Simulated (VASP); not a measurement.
Write the native input for VASP 6.6.1 that does the following.

| Item | Value |
| --- | --- |
| Task | single point |
| Functional | PBEsol |
| Potentials or basis | VASP PAW PBE potentials, release 64 (Au) |
| Cutoff | 520 eV |
| k mesh | 18 × 18 × 10 |
| Occupations | gaussian, width 0.15 eV |
| Spin | no spin polarisation |
| Dipole correction | no |
| Further INCAR settings | ALGO = Fast; EDIFF = 1e-07; NBANDS = 18 |

The structure of Au lies in POSCAR:

```
Au
1.0
    2.7649087848      0.0000000000      0.0000000000
   -1.3824543924      2.4813277169      0.0000000000
    0.0000000000      0.0000000000      4.7905767359
Au
2
Direct
    0.2048950999      0.6666666667      0.7500000000
    0.7951049001      0.3333333333      0.2500000000
```

This cell differs from its parent crystal: atoms displaced along a vibrational mode, the cell strained.

These files were run (other wordings do the same):

INCAR

```
SYSTEM = Au
PREC = Accurate
ENCUT = 520
EDIFF = 1E-7
ISMEAR = 0
SIGMA = 0.15
LREAL = .FALSE.
LASPH = .TRUE.
NELM = 100
ALGO = Fast
ISIF = 2
LWAVE = .FALSE.
LCHARG = .FALSE.
GGA = PS
NBANDS = 18
```

KPOINTS

```
regular mesh
0
G
  18 18 10
  0 0 0
```

Potentials or basis: VASP PAW PBE potentials, release 64 (Au).

Launch:

```bash
$ cat potpaw_PBE.64/Au/POTCAR > POTCAR
$ mpirun -np 1 vasp_std > vasp.out
```

Results of the run:

- Pressure: 11.5 GPa
- Largest force: 0.816 eV/Å
- Band gap on the k mesh: zero (bands 11 and 12 overlap by 6.25 eV)

Caveat: the cell differs from its parent crystal (atoms displaced along a vibrational mode, the cell strained); the cell stands under pressure; the PAW data sets were made with another functional, which shifts forces and pressure a little; spin-orbit coupling is left out, which moves the levels of the heavy elements.

It took 7.8 min on 1 thread of Intel Xeon 8259CL (shared host), peak memory 0.55 GiB.
